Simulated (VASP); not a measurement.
# ZnSe (I-4m2) in VASP: further runs

The runs below take ZnSe through single point, with PBE.

Program: VASP 6.6.1. These are calculated values, not measurements. Logs are shortened: lines on timing, memory, paths and dates and some standing lists are left out, and cuts for length are marked.

## Step 1: The cell of the first run

It takes space group I-4m2 (No. 119, tetragonal). The conventional cell has a = 3.729 Å, b = 3.729 Å, c = 6.190 Å, α = 90.00°, β = 90.00°, γ = 90.00°. Zn (site symmetry -4m2) has 4 Se at 2.42 Å within 3.2 Å. Within 3.2 Å of Se (site symmetry -4m2) lie 4 Zn at 2.42 Å.

## Step 2: Single point, PBE (strain -0.080 along x and y, +0.080 along z)

The input, INCAR:

```
PREC     = Accurate       # precision mode
ENCUT    = 520            # plane-wave cutoff, eV
EDIFF    = 1E-7           # SCF threshold, eV
ISMEAR   = 0              # smearing method
SIGMA    = 0.05           # smearing width, eV
LREAL    = False          # projectors in reciprocal space
LASPH    = True           # aspherical terms in the spheres
NELM     = 60             # most SCF steps
ALGO     = Normal         # electronic algorithm
ISIF     = 2              # what is computed and relaxed
LWAVE    = False          # write WAVECAR
LCHARG   = True           # write CHGCAR
GGA      = PE             # functional
LELF     = True           # ELF
LVHAR    = True         
NBANDS   = 16             # bands
```

The input, KPOINTS:

```
Automatic mesh
0
Gamma
  8 8 8
```

The input, POSCAR:

```
ZnSe
1.0
    0.0000000000      2.6366465291      3.0951937515
    2.6366465291      0.0000000000      3.0951937515
    2.6366465291      2.6366465291      0.0000000000
Zn Se
1 1
Direct
    0.0000000000      0.0000000000      0.0000000000
    0.7500000000      0.7500000000      0.7500000000
```

Potentials or basis: VASP PAW PBE potentials, release 64 (Zn, Se).

Started as:

```sh
$ cat potpaw_PBE.64/Zn/POTCAR potpaw_PBE.64/Se/POTCAR > POTCAR
$ mpirun -np 1 vasp_std > vasp.out
```

OUTCAR:

```text
PREC = Accurate
   ENCUT = 520
   EDIFF = 1E-7
   ISMEAR = 0
   LREAL = False
   LASPH = True
   NELM = 60
   ISIF = 2
   GGA = PE

 ion  position               nearest neighbor table
   1  0.000  0.000  0.000-   2 2.42   2 2.42   2 2.42   2 2.42
   2  0.750  0.750  0.750-   1 2.42   1 2.42   1 2.42   1 2.42

  LATTYP: Found a body centered tetragonal cell.
 ALAT       =     3.7287812806
 C/A-ratio  =     1.6601637471

  Lattice vectors:

 A1 = (  -2.6366465291,   0.0000000000,   3.0951937515)
 A2 = (   2.6366465291,   0.0000000000,   3.0951937515)
 A3 = (   0.0000000000,   2.6366465291,  -3.0951937515)

Analysis of symmetry for initial positions (statically):
=====================================================================
 Subroutine PRICEL returns:
 Original cell was already a primitive cell.

 Routine SETGRP: Setting up the symmetry group for a
 body centered tetragonal supercell.

 Subroutine GETGRP returns: Found  8 space group operations
 (whereof  8 operations were pure point group operations)
 out of a pool of 16 trial point group operations.

The static configuration has the point symmetry D_2d.

Analysis of symmetry for dynamics (positions and initial velocities):
=====================================================================
 Subroutine PRICEL returns:
 Original cell was already a primitive cell.

 Routine SETGRP: Setting up the symmetry group for a
 body centered tetragonal supercell.

 Subroutine GETGRP returns: Found  8 space group operations
 (whereof  8 operations were pure point group operations)
 out of a pool of 16 trial point group operations.

The dynamic configuration has the point symmetry D_2d.

 Subroutine INISYM returns: Found  8 space group operations
 (whereof  8 operations are pure point group operations),
 and found     1 'primitive' translations

----------------------------------------------------------------------------------------

                                     Primitive cell

  volume of cell :      43.0350

  direct lattice vectors                    reciprocal lattice vectors
     0.000000000  2.636646529  3.095193752    -0.189634824  0.189634824  0.161540776
     2.636646529  0.000000000  3.095193752     0.189634824 -0.189634824  0.161540776
     2.636646529  2.636646529  0.000000000     0.189634824  0.189634824 -0.161540776

  length of vectors
     4.065972120  4.065972120  3.728781281     0.313078513  0.313078513  0.313078513

  position of ions in fractional coordinates (direct lattice)
     0.000000000  0.000000000  0.000000000
     0.750000000  0.750000000  0.750000000

  ion indices of the primitive-cell ions
   primitive index   ion index
                 1           1
                 2           2

----------------------------------------------------------------------------------------

 KPOINTS: Automatic mesh

Automatic generation of k-mesh.
 Grid dimensions read from file:
 generate k-points for:    8    8    8

 Generating k-lattice:

  Cartesian coordinates                     Fractional coordinates (reciprocal lattice)
    -0.023704353  0.023704353  0.020192597     0.125000000  0.000000000  0.000000000
     0.023704353 -0.023704353  0.020192597     0.000000000  0.125000000  0.000000000
     0.023704353  0.023704353 -0.020192597     0.000000000  0.000000000  0.125000000

  Length of vectors
     0.039134814  0.039134814  0.039134814

  Shift w.r.t. Gamma in fractional coordinates (k-lattice)
     0.000000000  0.000000000  0.000000000

 Subroutine IBZKPT returns following result:
 ===========================================

 Found     59 irreducible k-points:

 Following reciprocal coordinates:
            Coordinates               Weight
  0.000000  0.000000  0.000000      1.000000
  0.125000  0.000000  0.000000      8.000000
  0.250000  0.000000  0.000000      8.000000
  0.375000  0.000000  0.000000      8.000000
  0.500000  0.000000  0.000000      4.000000
  0.125000  0.125000  0.000000      2.000000
[... 16 lines left out ...]
  0.250000  0.000000  0.125000     16.000000
  0.375000  0.000000  0.125000     16.000000
 [... further k-points ...]
   k-points           NKPTS =     59   k-points in BZ     NKDIM =     59   number of bands    NBANDS=     16
   number of dos      NEDOS =    301   number of ions     NIONS =      2
   total plane-waves  NPLWV =  25200
   dimension x,y,z NGX =    30 NGY =   30 NGZ =   28
   dimension x,y,z NGXF=    60 NGYF=   60 NGZF=   56
   ions per type =               1   1
   NGX,Y,Z   is equivalent  to a cutoff of  12.27, 12.27, 12.48 a.u.
   NGXF,Y,Z  is equivalent  to a cutoff of  24.53, 24.53, 24.97 a.u.
 SYSTEM =  unknown system
   PREC   = accura    normal or accurate (medium, high low for compatibility)
   ISTART =      0    job   : 0-new  1-cont  2-samecut
   ICHARG =      2    charge: 1-file 2-atom 10-const
   ISPIN  =      1    spin polarized calculation?
   LNONCOLLINEAR =      F non collinear calculations
   LSORBIT =      F    spin-orbit coupling
   LASPH  =      T    aspherical Exc in radial PAW
   ENCUT  =  520.0 eV  38.22 Ry    6.18 a.u.   7.56  7.56  6.93*2*pi/ulx,y,z
   NELM   =     60;   NELMIN=  2; NELMDL= -5     # of ELM steps
   EDIFF  = 0.1E-06   stopping-criterion for ELM
   LREAL  =      F    real-space projection
   EDIFFG = 0.1E-05   stopping-criterion for IOM
   NSW    =      0    number of steps for IOM
   IBRION =     -1    ionic relax: 0-MD 1-quasi-New 2-CG
   NFREE  =      0    steps in history (QN), initial steepest desc. (CG)
   ISIF   =      2    stress and relaxation
   ISYM   =      2    0-nonsym 1-usesym 2-fastsym
   POTIM  = 0.5000    time-step for ionic-motion
   TEBEG  =    0.0;   TEEND  =   0.0 temperature during run
   PSTRESS=    0.0 pullay stress
   NELECT =      18.0000    total number of electrons
   NUPDOWN=      -1.0000    fix difference up-down
   EMIN   =  10.00;   EMAX   =-10.00  energy-range for DOS
   EFERMI =   0.00;   METHOD = LEGACY
   ISMEAR =     0;   SIGMA  =   0.05  broadening in eV -4-tet -1-fermi 0-gaus
   EFERMI_NEDOS =   21; number of points for ismear=-14 and -15
   IALGO  =     38    algorithm
   IMIX   =      4    mixing-type and parameters
     AMIX     =   0.40;   BMIX     =  1.00
     AMIX_MAG =   1.60;   BMIX_MAG =  1.00
  volume/ion in A,a.u.               =      21.52       145.21
  Fermi-wavevector in a.u.,A,eV,Ry     =   1.224311  2.313612 20.394284  1.498938
  Thomas-Fermi vector in A             =   2.359390
   LORBIT       =      0    0 simple, 1 ext, 2 COOP (PROOUT), +10 PAW based schemes
   GGA     = PE    functional components
   LHFCALC =     F    Hartree Fock is set to
   AEXX    =    0.0000 exact exchange contribution
   IVDW    =     0    specifies the selected vdW correction
   LEPSILON=     F    determine dielectric tensor
   LRPA    =     F    only Hartree local field effects (RPA)
 non-spin polarized calculation
 Gauss-broadening in eV      SIGMA  =   0.05
  energy-cutoff  :      520.00
  volume of cell :       43.03
 maximum number of plane-waves:      1178
   NGX = 15   NGY = 15   NGZ = 13

 number of electron      17.9999994 magnetization

 Free energy of the ion-electron system (eV)
  ---------------------------------------------------
  ext. energy  EPLUGINS =         0.00000000
  ---------------------------------------------------
  free energy    TOTEN  =        -5.86020187 eV

  energy without entropy =       -5.86020187  energy(sigma->0) =       -5.86020187

 E-fermi :   2.6155     XC(G=0):  -9.6043

 val. band max:        2.3563384343   @ k =   0.0000   0.0000   0.0000
 cond. band min:       3.4707001625   @ k =   0.0000   0.0000   0.0000
 fundamental gap:      1.1143617282
 Fermi energy:         2.6154574208

 k-point     1 :       0.0000    0.0000    0.0000
  band No.  band energies     occupation
      1     -11.4783      2.00000
      2      -4.6963      2.00000
      3      -4.6034      2.00000
      4      -4.6034      2.00000
      5      -4.2663      2.00000
      6      -4.2269      2.00000
[... 8 lines left out ...]
     15      12.6127      0.00000
     16      13.2925      0.00000

 k-point     2 :       0.1250    0.0000    0.0000
  band No.  band energies     occupation
      1     -11.3639      2.00000
      2      -4.6856      2.00000
      3      -4.6005      2.00000
      4      -4.5848      2.00000
      5      -4.2615      2.00000
      6      -4.2326      2.00000
[... 8 lines left out ...]
     15      13.2417      0.00000
     16      14.0525      0.00000

 k-point     3 :       0.2500    0.0000    0.0000
  band No.  band energies     occupation
      1     -11.0645      2.00000
      2      -4.6559      2.00000
      3      -4.5666      2.00000
      4      -4.5421      2.00000
      5      -4.2430      2.00000
      6      -4.2402      2.00000
[... 8 lines left out ...]
     15      13.1929      0.00000
     16      13.7082      0.00000

 k-point     4 :       0.3750    0.0000    0.0000
  band No.  band energies     occupation
      1     -10.7237      2.00000
      2      -4.6178      2.00000
      3      -4.5051      2.00000
      4      -4.4189      2.00000
      5      -4.2466      2.00000
      6      -4.1963      2.00000
[... 8 lines left out ...]
     15      13.7141      0.00000
     16      14.6717      0.00000

 k-point     5 :       0.5000    0.0000    0.0000
  band No.  band energies     occupation
      1     -10.5666      2.00000
      2      -4.6067      2.00000
      3      -4.4924      2.00000
      4      -4.2451      2.00000
      5      -4.2445      2.00000
      6      -4.0797      2.00000
[... 8 lines left out ...]
     15      14.9398      0.00000
     16      15.2554      0.00000

 k-point     6 :       0.1250    0.1250    0.0000
  band No.  band energies     occupation
      1     -11.3558      2.00000
      2      -4.7037      2.00000
      3      -4.5706      2.00000
      4      -4.5706      2.00000
      5      -4.2805      2.00000
      6      -4.2229      2.00000
[... 8 lines left out ...]
     15      13.2471      0.00000
     16      15.4534      0.00000

 k-point     7 :       0.2500    0.1250    0.0000
  band No.  band energies     occupation
      1     -11.1411      2.00000
      2      -4.6864      2.00000
      3      -4.5384      2.00000
      4      -4.5286      2.00000
      5      -4.2825      2.00000
      6      -4.2242      2.00000
[... 8 lines left out ...]
     15      14.4913      0.00000
     16      14.6457      0.00000

 k-point     8 :       0.3750    0.1250    0.0000
  band No.  band energies     occupation
      1     -10.8134      2.00000
      2      -4.6263      2.00000
      3      -4.4876      2.00000
      4      -4.4549      2.00000
      5      -4.2560      2.00000
      6      -4.2309      2.00000
[... 8 lines left out ...]
     15      14.2218      0.00000
     16      14.5314      0.00000

 k-point     9 :       0.5000    0.1250    0.0000
  band No.  band energies     occupation
      1     -10.5604      2.00000
      2      -4.6005      2.00000
      3      -4.4715      2.00000
      4      -4.2578      2.00000
      5      -4.2407      2.00000
      6      -4.1451      2.00000
[... 8 lines left out ...]
     15      14.8161      0.00000
     16      15.1290      0.00000
[... 172 lines left out ...]
 k-point    19 :       0.5000    0.3750    0.0000
  band No.  band energies     occupation
      1     -10.5017      2.00000
      2      -4.6246      2.00000
      3      -4.3671      2.00000
      4      -4.3536      2.00000
      5      -4.2101      2.00000
      6      -4.1858      2.00000
[... 8 lines left out ...]
     15      16.3091      0.00000
     16      16.4129      0.00000

 k-point    20 :      -0.3750    0.3750    0.0000
  band No.  band energies     occupation
      1     -10.4139      2.00000
      2      -4.5835      2.00000
      3      -4.3840      2.00000
      4      -4.2947      2.00000
      5      -4.2328      2.00000
      6      -4.0337      2.00000
[... 8 lines left out ...]
     15      14.7973      0.00000
     16      16.9222      0.00000

 k-point    21 :       0.5000    0.5000    0.0000
  band No.  band energies     occupation
      1     -10.4832      2.00000
      2      -4.6502      2.00000
      3      -4.3463      2.00000
      4      -4.3463      2.00000
      5      -4.1998      2.00000
      6      -4.1912      2.00000
[... 8 lines left out ...]
     15      16.9077      0.00000
     16      16.9262      0.00000

 k-point    22 :       0.1250    0.0000    0.1250
  band No.  band energies     occupation
      1     -11.3107      2.00000
      2      -4.6694      2.00000
      3      -4.6242      2.00000
      4      -4.5732      2.00000
      5      -4.2524      2.00000
      6      -4.2391      2.00000
[... 8 lines left out ...]
     15      12.7780      0.00000
     16      14.1375      0.00000

 k-point    23 :       0.2500    0.0000    0.1250
  band No.  band energies     occupation
      1     -11.0605      2.00000
      2      -4.6521      2.00000
      3      -4.6074      2.00000
      4      -4.5307      2.00000
      5      -4.2533      2.00000
      6      -4.2278      2.00000
[... 8 lines left out ...]
     15      12.7290      0.00000
     16      14.8317      0.00000

 k-point    24 :       0.3750    0.0000    0.1250
  band No.  band energies     occupation
      1     -10.7265      2.00000
      2      -4.6144      2.00000
      3      -4.5343      2.00000
      4      -4.4714      2.00000
      5      -4.2509      2.00000
      6      -4.1822      2.00000
[... 8 lines left out ...]
     15      13.7814      0.00000
     16      15.3524      0.00000

 [... further k-points ...]
[... 5 lines left out ...]
  --------------------------------------------------------------------------------------
  -------------------------------------------------------------------------------------
  Total        2.2546986      2.2546986      0.3299873      0.0000000      0.0000000     -0.0000000
  in kB       83.9416341     83.9416341     12.2853104      0.0000000      0.0000000     -0.0000000
  external PRESSURE =      60.0561928 kB  Pullay stress =       0.0000000 kB

 VOLUME and BASIS-vectors are now :
 -----------------------------------------------------------------------------
  energy-cutoff  :      520.00
  volume of cell :       43.03
      direct lattice vectors                 reciprocal lattice vectors
     0.000000000  2.636646529  3.095193752    -0.189634824  0.189634824  0.161540776
     2.636646529  0.000000000  3.095193752     0.189634824 -0.189634824  0.161540776
     2.636646529  2.636646529  0.000000000     0.189634824  0.189634824 -0.161540776

 POSITION                                       TOTAL-FORCE (eV/Angst)
 -----------------------------------------------------------------------------------
      0.00000      0.00000      0.00000         0.000000      0.000000      0.000000
      3.95497      3.95497      4.64279        -0.000000     -0.000000      0.000000
 -----------------------------------------------------------------------------------
    total drift:                                0.000012      0.000012     -0.000000

  FREE ENERGIE OF THE ION-ELECTRON SYSTEM (eV)
  ---------------------------------------------------
  free  energy   TOTEN  =        -5.8602018691 eV

  energy  without entropy=       -5.8602018691  energy(sigma->0) =       -5.86020187
```

It took 38 s on 1 thread of Intel Xeon Platinum 8488C (Sapphire Rapids), shared host; peak memory 0.19 GiB.

What came out:

```yaml
Free_energy: -5.8602 eV
Pressure: 6.0 GPa
Band_gap_on_the_k_mesh: 1.11 eV, direct
```

Levels at points of the mesh, in eV from the valence-band top:
```tsv
k point	band 5	band 6	band 7	band 8	band 9	band 10	band 11	band 12	band 13	band 14
(0.00, 0.00, 0.00)	-6.62	-6.58	-0.84	0.00	0.00	1.11	5.69	5.69	5.73	9.17
(0.50, 0.00, 0.00)	-6.60	-6.44	-5.74	-1.72	-0.62	2.02	5.98	6.87	8.59	10.71
(0.50, 0.50, 0.00)	-6.56	-6.55	-5.82	-1.95	-1.95	3.26	4.23	9.73	11.40	11.40
(0.50, 0.00, 0.50)	-6.56	-6.34	-4.86	-3.00	-2.68	2.37	2.75	9.86	10.83	10.90
```

Caveat: the cell differs from its parent crystal (strain -0.080 along x and y, +0.080 along z).

(Part 1 of 2 ends here.)
